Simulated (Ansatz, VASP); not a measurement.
TiSi: VASP beside Ansatz

```
Ti Si
1.0
     1.76169   -2.05410    0.00000
     1.76169    2.05410    0.00000
     0.00000    0.00000    3.74687
Ti Si
1 1
Direct
  0.50000 0.50000 0.00000
  0.00000 0.00000 0.50000
```

Change from the starting cell: strain -0.030 along x and y, -0.015 along z, atoms carried along.

Alike in both runs: task single point; functional PBEsol; k mesh 18 × 18 × 12; occupations gaussian, width 0.15 eV; no spin polarisation.

```csv
,VASP,Ansatz
version,VASP 6.6.1,Ansatz 0.2.0
potentials or method,"VASP PAW PBE potentials, release 64 (Ti_sv, Si), cutoff 520 eV","scalar-relativistic, plane waves, PAW"
valence electrons in the cell,16,16
```

Ansatz gave:

| Quantity | Value |
| --- | --- |
| gap on the k mesh at the Fermi level (eV) | none |
| pressure (GPa) | 6.9 |
| traceless stress, the component that is largest in VASP (GPa) | -1.66 |

Which values does VASP return?

gap on the k mesh at the Fermi level (eV): none; pressure (GPa): 6.9; traceless stress, the component that is largest in VASP (GPa): -1.75.

VASP's potentials were made for PBE, not for PBEsol. A gap of «none» marks a metal or a gap that the smearing closes.
